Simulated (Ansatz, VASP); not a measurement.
## Two plane-wave programs on TiAl3

POSCAR

```
TiAl3
1.0
    2.8584833560      0.0000000000      0.0000000000
    0.0000000000      4.7122666518      0.0000000000
    0.0000000000      0.0000000000      4.9331981909
Ti Al
1 3
Direct
    0.0000000000      0.5000000000      0.1659160000
    0.0000000000      0.0000000000      0.8359000000
    0.5000000000      0.0000000000      0.3309120000
    0.5000000000      0.5000000000      0.6672710000
```

Contents of INCAR.step1:

```
PREC     = Accurate       # precision mode
ENCUT    = 520            # plane-wave cutoff, eV
ISMEAR   = -1             # smearing method
SIGMA    = 0.05           # smearing width, eV
LREAL    = False          # projectors in reciprocal space
LASPH    = True           # aspherical terms in the spheres
NELM     = 100            # most SCF steps
NBANDS   = 18             # bands
GGA      = PE             # functional
ALGO     = Normal         # electronic algorithm
EDIFF    = 1E-4           # SCF threshold, eV
LWAVE    = True           # write WAVECAR
LCHARG   = False          # write CHGCAR
```

The input INCAR.step2:

```
PREC     = Accurate       # precision mode
ENCUT    = 520            # plane-wave cutoff, eV
EDIFF    = 1E-6           # SCF threshold, eV
ISMEAR   = -1             # smearing method
SIGMA    = 0.05           # smearing width, eV
LREAL    = False          # projectors in reciprocal space
LASPH    = True           # aspherical terms in the spheres
NELM     = 100            # most SCF steps
ALGO     = Normal         # electronic algorithm
ISIF     = 2              # what is computed and relaxed
LWAVE    = False          # write WAVECAR
LCHARG   = True           # write CHGCAR
METAGGA  = R2SCAN         # meta-GGA
LMIXTAU  = True         
LELF     = True           # ELF
LVHAR    = True         
NBANDS   = 18             # bands
ISTART   = 1
```

KPOINTS

```
regular mesh
0
Gamma
  9 6 6
```

File input.yaml:

```yaml
crystal:
  lattice:
    - [2.858483356, 0.0, 0.0]
    - [0.0, 4.7122666518, 0.0]
    - [0.0, 0.0, 4.9331981909]
  atoms:
    - { symbol: Ti, position: [0.0, 0.5, 0.165916] }
    - { symbol: Al, position: [0.0, 0.0, 0.8359] }
    - { symbol: Al, position: [0.5, 0.0, 0.330912] }
    - { symbol: Al, position: [0.5, 0.5, 0.667271] }
hamiltonian:
  xc: r2scan
  pseudopotentials: { kind: paw }
kpoints:
  mp_grid: { grid: [9, 6, 6] }
scf:
  occupations: { method: fermi_dirac, width: 0.05 }
output:
  forces: true
  stress: true
  eigenvalues: true
  write_density: true
  write_potential: true
  elf: true
  volumetric_format: npy
```

Alike in both runs: task single point; functional r2SCAN; k mesh 9 × 6 × 6; occupations fermi-dirac, width 0.05 eV; no spin polarisation.

|  | VASP | Ansatz |
| --- | --- | --- |
| version | VASP 6.6.1 | Ansatz 0.2.0 |
| potentials or method | VASP PAW PBE potentials, release 64 (Ti_sv, Al) | Ansatz PAW |
| plane-wave cutoff (eV) | 520 | 500 |
| valence electrons in the cell | 21 | 21 |

Ansatz gave:

- gap on the k mesh at the Fermi level (eV): none
- pressure (GPa): -4.0
- traceless stress, the component that is largest in VASP (GPa): -2.30
- rms of the force components (eV/Å): 0.014

Task: Which values does VASP return?

Result: gap on the k mesh at the Fermi level (eV): none; pressure (GPa): -4.1; traceless stress, the component that is largest in VASP (GPa): -2.31; rms of the force components (eV/Å): 0.016.

VASP's potentials were made for PBE, not for r2SCAN. Atom by atom the forces differ by 0.004 eV/Å (rms over components). A gap of «none» marks a metal or a gap that the smearing closes.
